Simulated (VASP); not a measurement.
# SnO2 (Pnnm) in VASP: further runs, part 2 of 2

VASP 6.6.1. Earlier steps stand in the parts before.

## 3. Single point, LDA (strain -0.015 along x and y, +0.030 along z)

INCAR

```
ALGO = Normal
EDIFF = 1E-6
ENCUT = 520
GGA = CA
ISIF = 2
ISMEAR = 0
LASPH = T
LCHARG = T
LELF = T
LREAL = F
LVHAR = T
LWAVE = F
NBANDS = 35
NELM = 80
PREC = Accurate
SIGMA = 0.05
```

KPOINTS

```
k-points
0
Gamma
  6 6 8
```

POSCAR

```
SnO2
1.0
    4.6504524040      0.0000000000      0.0000000000
    0.0000000000      4.6533827826      0.0000000000
    0.0000000000      0.0000000000      3.2857199819
Sn O
2 4
Direct
    0.5000000000      0.5000000000      0.5000000000
    0.0000000000      0.0000000000      0.0000000000
    0.3055669685      0.3065721192      0.0000000000
    0.8055669685      0.1934278808      0.5000000000
    0.1944330315      0.8065721192      0.5000000000
    0.6944330315      0.6934278808      0.0000000000
```

Potentials or basis: VASP PAW LDA potentials, release 64 (Sn_d, O).

Launch:

```sh
$ cat potpaw_LDA.64/Sn_d/POTCAR potpaw_LDA.64/O/POTCAR > POTCAR
$ mpirun -np 1 vasp_std > vasp.out
```

OUTCAR:

```text
EDIFF = 1E-6
   ENCUT = 520
   GGA = CA
   ISIF = 2
   ISMEAR = 0
   LASPH = T
   LREAL = F
   NELM = 80
   PREC = Accurate

 ion  position               nearest neighbor table
   1  0.500  0.500  0.500-   4 2.01   5 2.01   3 2.08   6 2.08   3 2.08   6 2.08   2 3.68   2 3.68
                             2 3.68   2 3.68   2 3.68   2 3.68   2 3.68   2 3.68
   2  0.000  0.000  0.000-   3 2.01   6 2.01   5 2.08   4 2.08   4 2.08   5 2.08   1 3.68   1 3.68
                             1 3.68   1 3.68   1 3.68   1 3.68   1 3.68   1 3.68
   3  0.306  0.307  0.000-   2 2.01   1 2.08   1 2.08
   4  0.806  0.193  0.500-   1 2.01   2 2.08   2 2.08
   5  0.194  0.807  0.500-   1 2.01   2 2.08   2 2.08
   6  0.694  0.693  0.000-   2 2.01   1 2.08   1 2.08

  LATTYP: Found a simple orthorhombic cell.
 ALAT       =     3.2857199819
 B/A-ratio  =     1.4153526258
 C/A-ratio  =     1.4162444786

  Lattice vectors:

 A1 = (   0.0000000000,   0.0000000000,   3.2857199819)
 A2 = (   4.6504524040,   0.0000000000,   0.0000000000)
 A3 = (   0.0000000000,   4.6533827826,   0.0000000000)

Analysis of symmetry for initial positions (statically):
=====================================================================
 Subroutine PRICEL returns:
 Original cell was already a primitive cell.

 Routine SETGRP: Setting up the symmetry group for a
 simple orthorhombic supercell.

 Subroutine GETGRP returns: Found  8 space group operations
 (whereof  4 operations were pure point group operations)
 out of a pool of  8 trial point group operations.

The static configuration has the point symmetry C_2h.
 The point group associated with its full space group is D_2h.

Analysis of symmetry for dynamics (positions and initial velocities):
=====================================================================
 Subroutine PRICEL returns:
 Original cell was already a primitive cell.

 Routine SETGRP: Setting up the symmetry group for a
 simple orthorhombic supercell.

 Subroutine GETGRP returns: Found  8 space group operations
 (whereof  4 operations were pure point group operations)
 out of a pool of  8 trial point group operations.

The dynamic configuration has the point symmetry C_2h.
 The point group associated with its full space group is D_2h.

 Subroutine INISYM returns: Found  8 space group operations
 (whereof  4 operations are pure point group operations),
 and found     1 'primitive' translations

----------------------------------------------------------------------------------------

                                     Primitive cell

  volume of cell :      71.1041

  direct lattice vectors                    reciprocal lattice vectors
     4.650452404  0.000000000  0.000000000     0.215032843  0.000000000  0.000000000
     0.000000000  4.653382783  0.000000000     0.000000000  0.214897430  0.000000000
     0.000000000  0.000000000  3.285719982     0.000000000  0.000000000  0.304347298

  length of vectors
     4.650452404  4.653382783  3.285719982     0.215032843  0.214897430  0.304347298

  position of ions in fractional coordinates (direct lattice)
     0.500000000  0.500000000  0.500000000
     0.000000000  0.000000000  0.000000000
     0.305566969  0.306572119  0.000000000
     0.805566969  0.193427881  0.500000000
     0.194433031  0.806572119  0.500000000
[... 31 lines left out ...]

 Subroutine IBZKPT returns following result:
 ===========================================

 Found     80 irreducible k-points:

 Following reciprocal coordinates:
            Coordinates               Weight
  0.000000  0.000000  0.000000      1.000000
  0.166667  0.000000  0.000000      2.000000
  0.333333  0.000000  0.000000      2.000000
  0.500000  0.000000  0.000000      1.000000
  0.000000  0.166667  0.000000      2.000000
  0.166667  0.166667  0.000000      4.000000
[... 16 lines left out ...]
  0.333333  0.166667  0.125000      8.000000
  0.500000  0.166667  0.125000      4.000000
 [... further k-points ...]
   k-points           NKPTS =     80   k-points in BZ     NKDIM =     80   number of bands    NBANDS=     35
   number of dos      NEDOS =    301   number of ions     NIONS =      6
   total plane-waves  NPLWV =  31104
   dimension x,y,z NGX =    36 NGY =   36 NGZ =   24
   dimension x,y,z NGXF=    72 NGYF=   72 NGZF=   48
   ions per type =               2   4
   NGX,Y,Z   is equivalent  to a cutoff of  12.87, 12.86, 12.14 a.u.
   NGXF,Y,Z  is equivalent  to a cutoff of  25.74, 25.72, 24.29 a.u.
 SYSTEM =  unknown system
   PREC   = accura    normal or accurate (medium, high low for compatibility)
   ISTART =      0    job   : 0-new  1-cont  2-samecut
   ICHARG =      2    charge: 1-file 2-atom 10-const
   ISPIN  =      1    spin polarized calculation?
   LNONCOLLINEAR =      F non collinear calculations
   LSORBIT =      F    spin-orbit coupling
   LASPH  =      T    aspherical Exc in radial PAW
   ENCUT  =  520.0 eV  38.22 Ry    6.18 a.u.   8.65  8.65  6.11*2*pi/ulx,y,z
   NELM   =     80;   NELMIN=  2; NELMDL= -5     # of ELM steps
   EDIFF  = 0.1E-05   stopping-criterion for ELM
   LREAL  =      F    real-space projection
[... 7 lines left out ...]
   TEBEG  =    0.0;   TEEND  =   0.0 temperature during run
   PSTRESS=    0.0 pullay stress
   NELECT =      52.0000    total number of electrons
   NUPDOWN=      -1.0000    fix difference up-down
   EMIN   =  10.00;   EMAX   =-10.00  energy-range for DOS
   EFERMI =   0.00;   METHOD = LEGACY
   ISMEAR =     0;   SIGMA  =   0.05  broadening in eV -4-tet -1-fermi 0-gaus
   EFERMI_NEDOS =   21; number of points for ismear=-14 and -15
   IALGO  =     38    algorithm
   IMIX   =      4    mixing-type and parameters
     AMIX     =   0.40;   BMIX     =  1.00
     AMIX_MAG =   1.60;   BMIX_MAG =  1.00
  volume/ion in A,a.u.               =      11.85        79.97
  Fermi-wavevector in a.u.,A,eV,Ry     =   1.474952  2.787254 29.599232  2.175482
  Thomas-Fermi vector in A             =   2.589660
   LORBIT       =      0    0 simple, 1 ext, 2 COOP (PROOUT), +10 PAW based schemes
   GGA     = CA    functional components
   LHFCALC =     F    Hartree Fock is set to
   AEXX    =    0.0000 exact exchange contribution
   IVDW    =     0    specifies the selected vdW correction
   LEPSILON=     F    determine dielectric tensor
   LRPA    =     F    only Hartree local field effects (RPA)
 non-spin polarized calculation
 Gauss-broadening in eV      SIGMA  =   0.05
  energy-cutoff  :      520.00
  volume of cell :       71.10
 maximum number of plane-waves:      1944
 NGX is ok and might be reduce to    36
   NGX = 17   NGY = 17   NGZ = 13

 number of electron      52.0000002 magnetization

 Free energy of the ion-electron system (eV)
  ---------------------------------------------------
  ext. energy  EPLUGINS =         0.00000000
  ---------------------------------------------------
  free energy    TOTEN  =       -42.21936863 eV

  energy without entropy =      -42.21936863  energy(sigma->0) =      -42.21936863

 E-fermi :   6.2123     XC(G=0): -11.8515

 val. band max:        5.9407483077   @ k =   0.0000   0.0000   0.0000
 cond. band min:       7.0227329953   @ k =   0.0000   0.0000   0.0000
 fundamental gap:      1.0819846877
 Fermi energy:         6.2123055461

 k-point     1 :       0.0000    0.0000    0.0000
  band No.  band energies     occupation
      1     -15.0457      2.00000
      2     -14.1816      2.00000
      3     -14.0131      2.00000
      4     -14.0077      2.00000
      5     -13.9916      2.00000
      6     -13.9914      2.00000
[... 901 lines left out ...]
     34      17.9851      0.00000
     35      18.3243      0.00000

 [... further k-points ...]

------------------------ aborting loop because EDIFF is reached ----------------------------------------

  FORCE on cell =-STRESS in cart. coord.  units (eV):
  Direction    XX          YY          ZZ          XY          YZ          ZX
  --------------------------------------------------------------------------------------
  -------------------------------------------------------------------------------------
  Total        1.2811596      1.2772493     -2.9028562      0.0000000      0.0000000      0.0000000
  in kB       28.8681728     28.7800628    -65.4096112      0.0000000      0.0000000      0.0000000
  external PRESSURE =      -2.5871252 kB  Pullay stress =       0.0000000 kB

 VOLUME and BASIS-vectors are now :
 -----------------------------------------------------------------------------
  energy-cutoff  :      520.00
  volume of cell :       71.10
      direct lattice vectors                 reciprocal lattice vectors
     4.650452404  0.000000000  0.000000000     0.215032843  0.000000000  0.000000000
     0.000000000  4.653382783  0.000000000     0.000000000  0.214897430  0.000000000
     0.000000000  0.000000000  3.285719982     0.000000000  0.000000000  0.304347298

 POSITION                                       TOTAL-FORCE (eV/Angst)
 -----------------------------------------------------------------------------------
      2.32523      2.32669      1.64286         0.000000     -0.000000      0.000000
      0.00000      0.00000      0.00000         0.000000     -0.000000      0.000000
      1.42102      1.42660      0.00000         0.122538      0.120074      0.000000
      3.74625      0.90009      1.64286         0.122538     -0.120074     -0.000000
      0.90420      3.75329      1.64286        -0.122538      0.120074      0.000000
      3.22943      3.22679      0.00000        -0.122538     -0.120074     -0.000000
 -----------------------------------------------------------------------------------
    total drift:                                0.000000      0.000000      0.000000

  FREE ENERGIE OF THE ION-ELECTRON SYSTEM (eV)
  ---------------------------------------------------
  free  energy   TOTEN  =       -42.2193686331 eV

  energy  without entropy=      -42.2193686331  energy(sigma->0) =      -42.21936863
```

stdout:

```text
POSCAR found type information on POSCAR SnO
 POSCAR found :  2 types and       6 ions
 scaLAPACK will be used
 LDA part: xc-table for (Slater(with rela. corr.)+CA(PZ))
 , standard interpolation
 POSCAR, INCAR and KPOINTS ok, starting setup
 FFT: planning ... GRIDC
 FFT: planning ... GRID_SOFT
 FFT: planning ... GRID
 WAVECAR not read
 entering main loop
```

Wall time 2.8 min (1 thread of Intel Xeon Platinum 8259CL at 2.50GHz (Skylake/Cascade Lake), shared host); peak memory 0.26 GiB.

What came out:

| Item | Value |
| --- | --- |
| Free energy | -42.2194 eV |
| Pressure | -0.3 GPa |
| Largest force | 0.172 eV/Å |
| Band gap on the k mesh | 1.08 eV |

Forces in eV/Å, atoms in the order of the input:
```
Sn   0.000  0.000  0.000
Sn   0.000  0.000  0.000
O    0.123  0.120  0.000
O    0.123 -0.120  0.000
O   -0.123  0.120  0.000
O   -0.123 -0.120  0.000
```

Caveat: the cell differs from its parent crystal (strain -0.015 along x and y, +0.030 along z); spin-orbit coupling is left out, which moves the levels of the heavy elements.

## 4. Single point, LDA (strain +0.015 along x and y, -0.030 along z)

INCAR, as its differences from that of step 3:

```diff
@@ -3,3 +3,2 @@
 ENCUT = 520
-GGA = CA
 ISIF = 2
```

KPOINTS is that of step 3.

POSCAR, as its differences from that of step 3:

```diff
@@ -2,5 +2,5 @@
 1.0
-    4.6504524040      0.0000000000      0.0000000000
-    0.0000000000      4.6533827826      0.0000000000
-    0.0000000000      0.0000000000      3.2857199819
+    4.7920905482      0.0000000000      0.0000000000
+    0.0000000000      4.7951101770      0.0000000000
+    0.0000000000      0.0000000000      3.0943188179
 Sn O
```

Launch:

```sh
$ cat potpaw_LDA.64/Sn_d/POTCAR potpaw_LDA.64/O/POTCAR > POTCAR
$ mpirun -np 1 vasp_std > vasp.out
```

Wall time 2.4 min (1 thread of Intel Xeon Platinum 8259CL at 2.50GHz (Skylake/Cascade Lake), shared host); peak memory 0.26 GiB.

It converged, with:

```
Free energy            : -42.1980 eV
Pressure               : 3.4 GPa
Largest force          : 0.216 eV/Å
Band gap on the k mesh : 1.35 eV
```

Forces in eV/Å, atoms in the order of the input:
```
Sn   0.000  0.000  0.000
Sn   0.000  0.000  0.000
O   -0.152 -0.153  0.000
O   -0.152  0.153  0.000
O    0.152 -0.153  0.000
O    0.152  0.153  0.000
```

Stress tensor (GPa, compression positive):
```
-0.51  0.00  0.00
 0.00 -0.52  0.00
 0.00  0.00 11.28
```

Levels at points of the mesh, in eV from the valence-band top:
| k point | band 24 | band 25 | band 26 | band 27 | band 28 | band 29 |
| --- | --- | --- | --- | --- | --- | --- |
| (0.00, 0.00, 0.00) | -0.87 | -0.87 | 0.00 | 1.35 | 6.40 | 6.40 |
| (0.50, 0.00, 0.00) | -1.13 | -0.70 | -0.70 | 4.41 | 4.41 | 7.17 |
| (0.00, 0.50, 0.00) | -1.13 | -0.71 | -0.71 | 4.42 | 4.42 | 7.19 |
| (0.50, 0.50, 0.00) | -1.23 | -1.01 | -1.01 | 4.91 | 4.91 | 7.55 |
| (0.00, 0.00, 0.50) | -1.71 | -1.30 | -1.30 | 6.14 | 6.14 | 9.40 |
| (0.50, 0.00, 0.50) | -1.17 | -0.81 | -0.81 | 6.37 | 6.37 | 7.66 |
| (0.00, 0.50, 0.50) | -1.18 | -0.81 | -0.81 | 6.37 | 6.37 | 7.65 |
| (0.50, 0.50, 0.50) | -1.03 | -0.92 | -0.92 | 4.70 | 4.70 | 8.62 |

Caveat: the cell differs from its parent crystal (strain +0.015 along x and y, -0.030 along z); the cell stands under pressure; spin-orbit coupling is left out, which moves the levels of the heavy elements.

## 5. Overview

```tsv
cell	gap on the mesh (eV)	pressure (GPa)	largest force (eV/Å)
a = 4.650, b = 4.653, c = 3.238 Å, 6 atoms	1.29	3.5	0.08
a = 4.650, b = 4.653, c = 3.286 Å, 6 atoms	1.08	-0.3	0.17
a = 4.792, b = 4.795, c = 3.094 Å, 6 atoms	1.35	3.4	0.22
```

Alike in all rows: task single point; level LDA; potentials or basis VASP PAW LDA potentials, release 64 (Sn_d, O); no spin polarisation; k mesh 6 × 6 × 8; cutoff (eV) 520; smearing gaussian 0.05 eV.

Caveats: spin-orbit coupling is left out, which moves the levels of the heavy elements; the cell stands under pressure (at least some runs).

Absolute energies hang on the potentials; compare differences alone.
